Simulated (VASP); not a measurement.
# Ir (Fm-3m) in VASP: a series of runs

The runs below take Ir through single point, relaxation of cell and atoms, with r2SCAN.

Everything below comes from runs of VASP 6.6.1. Logs are shortened: lines on timing, memory, paths and dates and some standing lists are left out, and cuts for length are marked.

## Step 1: The cell of the first run

The structure is cubic, space group Fm-3m (No. 225). The conventional cell has a = 3.844 Å, b = 3.844 Å, c = 3.844 Å, α = 90.00°, β = 90.00°, γ = 90.00°. Ir (site symmetry m-3m) has 12 Ir at 2.72 Å within 3.6 Å.

## Step 2: Single point, r2SCAN

POSCAR

```
Ir
1.0
    0.0000000000      1.9221050600      1.9221050600
    1.9221050600      0.0000000000      1.9221050600
    1.9221050600      1.9221050600      0.0000000000
Ir
1
Direct
    0.0000000000      0.0000000000      0.0000000000
```

INCAR.step1

```
PREC = Accurate
ENCUT = 520
ISMEAR = -1
SIGMA = 0.05
LREAL = False
LASPH = True
NELM = 80
NBANDS = 10
GGA = PE
ALGO = Normal
EDIFF = 1E-4
LWAVE = True
LCHARG = False
```

INCAR.step2

```
PREC = Accurate
ENCUT = 520
EDIFF = 1E-6
ISMEAR = -1
SIGMA = 0.05
LREAL = False
LASPH = True
NELM = 80
ALGO = Normal
ISIF = 2
LWAVE = False
LCHARG = True
METAGGA = R2SCAN
LMIXTAU = True
LELF = True
LVHAR = True
NBANDS = 10
ISTART = 1
```

KPOINTS

```
Automatic mesh
0
Gamma
  17 17 17
```

Potentials or basis: VASP PAW PBE potentials, release 64 (Ir).

Launch:

```bash
> cat potpaw_PBE.64/Ir/POTCAR > POTCAR
> cp INCAR.step1 INCAR
> mpirun -np 1 vasp_std > vasp.out
> cp INCAR.step2 INCAR
> mpirun -np 1 vasp_std > vasp.out
```

OUTCAR:

```text
PREC = Accurate
   ENCUT = 520
   EDIFF = 1E-6
   ISMEAR = -1
   LREAL = False
   LASPH = True
   NELM = 80
   ISIF = 2
   METAGGA = R2SCAN
   ISTART = 1

 ion  position               nearest neighbor table
   1  0.000  0.000  0.000-

  LATTYP: Found a face centered cubic cell.
 ALAT       =     3.8442101200

  Lattice vectors:

 A1 = (   0.0000000000,   1.9221050600,   1.9221050600)
 A2 = (   1.9221050600,   0.0000000000,   1.9221050600)
 A3 = (   1.9221050600,   1.9221050600,   0.0000000000)

Analysis of symmetry for initial positions (statically):
=====================================================================
 Subroutine PRICEL returns:
 Original cell was already a primitive cell.

 Routine SETGRP: Setting up the symmetry group for a
 face centered cubic supercell.

 Subroutine GETGRP returns: Found 48 space group operations
 (whereof 48 operations were pure point group operations)
 out of a pool of 48 trial point group operations.

The static configuration has the point symmetry O_h .

Analysis of symmetry for dynamics (positions and initial velocities):
=====================================================================
 Subroutine PRICEL returns:
 Original cell was already a primitive cell.

 Routine SETGRP: Setting up the symmetry group for a
 face centered cubic supercell.

 Subroutine GETGRP returns: Found 48 space group operations
 (whereof 48 operations were pure point group operations)
 out of a pool of 48 trial point group operations.

The dynamic configuration has the point symmetry O_h .

 Subroutine INISYM returns: Found 48 space group operations
 (whereof 48 operations are pure point group operations),
 and found     1 'primitive' translations

----------------------------------------------------------------------------------------

                                     Primitive cell

  volume of cell :      14.2024

  direct lattice vectors                    reciprocal lattice vectors
     0.000000000  1.922105060  1.922105060    -0.260131462  0.260131462  0.260131462
     1.922105060  0.000000000  1.922105060     0.260131462 -0.260131462  0.260131462
     1.922105060  1.922105060  0.000000000     0.260131462  0.260131462 -0.260131462

  length of vectors
     2.718267044  2.718267044  2.718267044     0.450560909  0.450560909  0.450560909

  position of ions in fractional coordinates (direct lattice)
     0.000000000  0.000000000  0.000000000

  ion indices of the primitive-cell ions
   primitive index   ion index
                 1           1

----------------------------------------------------------------------------------------

 KPOINTS: Automatic mesh

Automatic generation of k-mesh.
 Grid dimensions read from file:
 generate k-points for:   17   17   17

 Generating k-lattice:

  Cartesian coordinates                     Fractional coordinates (reciprocal lattice)
    -0.015301851  0.015301851  0.015301851     0.058823529  0.000000000  0.000000000
     0.015301851 -0.015301851  0.015301851     0.000000000  0.058823529  0.000000000
     0.015301851  0.015301851 -0.015301851     0.000000000  0.000000000  0.058823529

  Length of vectors
     0.026503583  0.026503583  0.026503583

  Shift w.r.t. Gamma in fractional coordinates (k-lattice)
     0.000000000  0.000000000  0.000000000

 Subroutine IBZKPT returns following result:
 ===========================================

 Found    165 irreducible k-points:

 Following reciprocal coordinates:
            Coordinates               Weight
  0.000000  0.000000  0.000000      1.000000
  0.058824  0.000000  0.000000      8.000000
  0.117647  0.000000  0.000000      8.000000
  0.176471  0.000000  0.000000      8.000000
  0.235294  0.000000  0.000000      8.000000
  0.294118  0.000000  0.000000      8.000000
[... 16 lines left out ...]
 -0.176471  0.058824  0.000000     24.000000
 -0.117647  0.058824  0.000000     24.000000
 [... further k-points ...]
   k-points           NKPTS =    165   k-points in BZ     NKDIM =    165   number of bands    NBANDS=     10
   number of dos      NEDOS =    301   number of ions     NIONS =      1
   total plane-waves  NPLWV =   8000
   dimension x,y,z NGX =    20 NGY =   20 NGZ =   20
   dimension x,y,z NGXF=    40 NGYF=   40 NGZF=   40
   ions per type =               1
   NGX,Y,Z   is equivalent  to a cutoff of  12.23, 12.23, 12.23 a.u.
   NGXF,Y,Z  is equivalent  to a cutoff of  24.46, 24.46, 24.46 a.u.
 SYSTEM =  unknown system
   PREC   = accura    normal or accurate (medium, high low for compatibility)
   ISTART =      1    job   : 0-new  1-cont  2-samecut
   ICHARG =      0    charge: 1-file 2-atom 10-const
   ISPIN  =      1    spin polarized calculation?
   LNONCOLLINEAR =      F non collinear calculations
   LSORBIT =      F    spin-orbit coupling
   LASPH  =      T    aspherical Exc in radial PAW
   ENCUT  =  520.0 eV  38.22 Ry    6.18 a.u.   5.05  5.05  5.05*2*pi/ulx,y,z
   NELM   =     80;   NELMIN=  2; NELMDL=  0     # of ELM steps
   EDIFF  = 0.1E-05   stopping-criterion for ELM
   LREAL  =      F    real-space projection
   EDIFFG = 0.1E-04   stopping-criterion for IOM
   NSW    =      0    number of steps for IOM
   IBRION =     -1    ionic relax: 0-MD 1-quasi-New 2-CG
   NFREE  =      0    steps in history (QN), initial steepest desc. (CG)
   ISIF   =      2    stress and relaxation
   ISYM   =      2    0-nonsym 1-usesym 2-fastsym
   POTIM  = 0.5000    time-step for ionic-motion
   TEBEG  =    0.0;   TEEND  =   0.0 temperature during run
   PSTRESS=    0.0 pullay stress
   NELECT =       9.0000    total number of electrons
   NUPDOWN=      -1.0000    fix difference up-down
   EMIN   =  10.00;   EMAX   =-10.00  energy-range for DOS
   EFERMI =   0.00;   METHOD = LEGACY
   ISMEAR =    -1;   SIGMA  =   0.05  broadening in eV -4-tet -1-fermi 0-gaus
   EFERMI_NEDOS =   21; number of points for ismear=-14 and -15
   IALGO  =     38    algorithm
   IMIX   =      4    mixing-type and parameters
     AMIX     =   0.40;   BMIX     =  1.00
     AMIX_MAG =   1.60;   BMIX_MAG =  1.00
  volume/ion in A,a.u.               =      14.20        95.84
  Fermi-wavevector in a.u.,A,eV,Ry     =   1.406162  2.657260 26.902667  1.977290
  Thomas-Fermi vector in A             =   2.528550
   LORBIT       =      0    0 simple, 1 ext, 2 COOP (PROOUT), +10 PAW based schemes
   METAGGA = R2SCAN    functional components
   LHFCALC =     F    Hartree Fock is set to
   AEXX    =    0.0000 exact exchange contribution
   IVDW    =     0    specifies the selected vdW correction
   LEPSILON=     F    determine dielectric tensor
   LRPA    =     F    only Hartree local field effects (RPA)
 non-spin polarized calculation
  energy-cutoff  :      520.00
  volume of cell :       14.20
 maximum number of plane-waves:       392
   NGX = 11   NGY = 11   NGZ = 11

 number of electron       9.0000000 magnetization

 Free energy of the ion-electron system (eV)
  ---------------------------------------------------
  ext. energy  EPLUGINS =         0.00000000
  ---------------------------------------------------
  free energy    TOTEN  =       -52.36981624 eV

  energy without entropy =      -52.36293587  energy(sigma->0) =      -52.36637606

 E-fermi :  10.0132     XC(G=0): -15.3024

 val. band max:       10.0062838782   @ k =   0.2941   0.2353   0.0000
 cond. band min:      10.0145447939   @ k =  -0.2353   0.3529   0.1176
 fundamental gap:      0.0082609157
 Fermi energy:        10.0131947823

 k-point     1 :       0.0000    0.0000    0.0000
  band No.  band energies     occupation
      1      -1.3773      2.00000
      2       6.1304      2.00000
      3       6.1304      2.00000
      4       6.1304      2.00000
      5       8.8252      2.00000
      6       8.8252      2.00000
      7      25.2212      0.00000
      8      31.0605      0.00000
      9      31.0605      0.00000
     10      31.0605      0.00000

 k-point     2 :       0.0588    0.0000    0.0000
  band No.  band energies     occupation
      1      -1.2170      2.00000
      2       6.0442      2.00000
      3       6.2001      2.00000
      4       6.2001      2.00000
      5       8.7810      2.00000
      6       8.7810      2.00000
      7      25.4950      0.00000
      8      30.2413      0.00000
      9      31.3192      0.00000
     10      31.3192      0.00000

 k-point     3 :       0.1176    0.0000    0.0000
  band No.  band energies     occupation
      1      -0.7546      2.00000
      2       5.8273      2.00000
      3       6.3776      2.00000
      4       6.3776      2.00000
      5       8.6907      2.00000
      6       8.6907      2.00000
      7      26.2363      0.00000
      8      28.6347      0.00000
      9      32.0673      0.00000
     10      32.0673      0.00000

 k-point     4 :       0.1765    0.0000    0.0000
  band No.  band energies     occupation
      1      -0.0563      2.00000
      2       5.5988      2.00000
      3       6.5567      2.00000
      4       6.5567      2.00000
      5       8.6858      2.00000
      6       8.6858      2.00000
      7      26.8167      0.00000
      8      27.2690      0.00000
      9      33.2208      0.00000
     10      33.2208      0.00000

 k-point     5 :       0.2353    0.0000    0.0000
  band No.  band energies     occupation
      1       0.7319      2.00000
      2       5.5533      2.00000
      3       6.5883      2.00000
      4       6.5883      2.00000
      5       8.9348      2.00000
      6       8.9348      2.00000
      7      25.1467      0.00000
      8      27.7081      0.00000
      9      34.5858      0.00000
     10      34.5858      0.00000

 k-point     6 :       0.2941    0.0000    0.0000
  band No.  band energies     occupation
      1       1.3658      2.00000
      2       5.9512      2.00000
      3       6.4518      2.00000
      4       6.4518      2.00000
      5       9.4520      1.99997
      6       9.4520      1.99997
      7      23.3192      0.00000
      8      27.1445      0.00000
      9      34.8395      0.00000
     10      34.8396      0.00000
[... 183 lines left out ...]
 k-point    21 :      -0.2941    0.0588    0.0000
  band No.  band energies     occupation
      1       1.6485      2.00000
      2       5.9943      2.00000
      3       6.3569      2.00000
      4       6.4751      2.00000
      5       9.2474      2.00000
      6      10.2546      0.01588
      7      22.7571      0.00000
      8      26.9723      0.00000
      9      32.4310      0.00000
     10      35.4936      0.00000

 k-point    22 :      -0.2353    0.0588    0.0000
  band No.  band energies     occupation
      1       1.1118      2.00000
      2       5.4691      2.00000
      3       6.5458      2.00000
      4       6.6619      2.00000
      5       8.6413      2.00000
      6       9.6097      1.99937
      7      24.6823      0.00000
      8      27.8053      0.00000
      9      33.1906      0.00000
     10      34.3497      0.00000

 k-point    23 :      -0.1765    0.0588    0.0000
  band No.  band energies     occupation
      1       0.3402      2.00000
      2       5.4289      2.00000
      3       6.6281      2.00000
      4       6.6887      2.00000
      5       8.3324      2.00000
      6       9.1399      2.00000
      7      26.4086      0.00000
      8      27.6615      0.00000
      9      32.4307      0.00000
     10      34.5881      0.00000

 k-point    24 :      -0.1176    0.0588    0.0000
  band No.  band energies     occupation
      1      -0.4079      2.00000
      2       5.6369      2.00000
      3       6.5054      2.00000
      4       6.5358      2.00000
      5       8.3831      2.00000
      6       8.9166      2.00000
      7      26.7637      0.00000
      8      28.0572      0.00000
      9      31.6230      0.00000
     10      33.1096      0.00000

 [... further k-points ...]
[... 5 lines left out ...]
  --------------------------------------------------------------------------------------
  -------------------------------------------------------------------------------------
  Total        0.2190892      0.2190892      0.2190892      0.0000000      0.0000000      0.0000000
  in kB       24.7155445     24.7155445     24.7155445      0.0000000      0.0000000      0.0000000
  external PRESSURE =      24.7155445 kB  Pullay stress =       0.0000000 kB

 VOLUME and BASIS-vectors are now :
 -----------------------------------------------------------------------------
  energy-cutoff  :      520.00
  volume of cell :       14.20
      direct lattice vectors                 reciprocal lattice vectors
     0.000000000  1.922105060  1.922105060    -0.260131462  0.260131462  0.260131462
     1.922105060  0.000000000  1.922105060     0.260131462 -0.260131462  0.260131462
     1.922105060  1.922105060  0.000000000     0.260131462  0.260131462 -0.260131462

 POSITION                                       TOTAL-FORCE (eV/Angst)
 -----------------------------------------------------------------------------------
      0.00000      0.00000      0.00000         0.000000     -0.000000      0.000000
 -----------------------------------------------------------------------------------
    total drift:                                0.000000      0.000000      0.000000

  FREE ENERGIE OF THE ION-ELECTRON SYSTEM (eV)
  ---------------------------------------------------
  free  energy   TOTEN  =       -52.3698162426 eV

  energy  without entropy=      -52.3629358694  energy(sigma->0) =      -52.36637606
```

Wall time 64 s (1 thread of Intel Xeon 8259CL, shared host); peak memory 0.15 GiB.

Results:

* Free energy: -52.3698 eV
* Pressure: 2.5 GPa
* Band gap on the k mesh: zero (an odd number of electrons rules out a gap without spin polarisation)

Caveat: the PAW data sets were made with another functional, which shifts forces and pressure a little; spin-orbit coupling is left out, which moves the levels of the heavy elements.

[end of part 1 of 2]
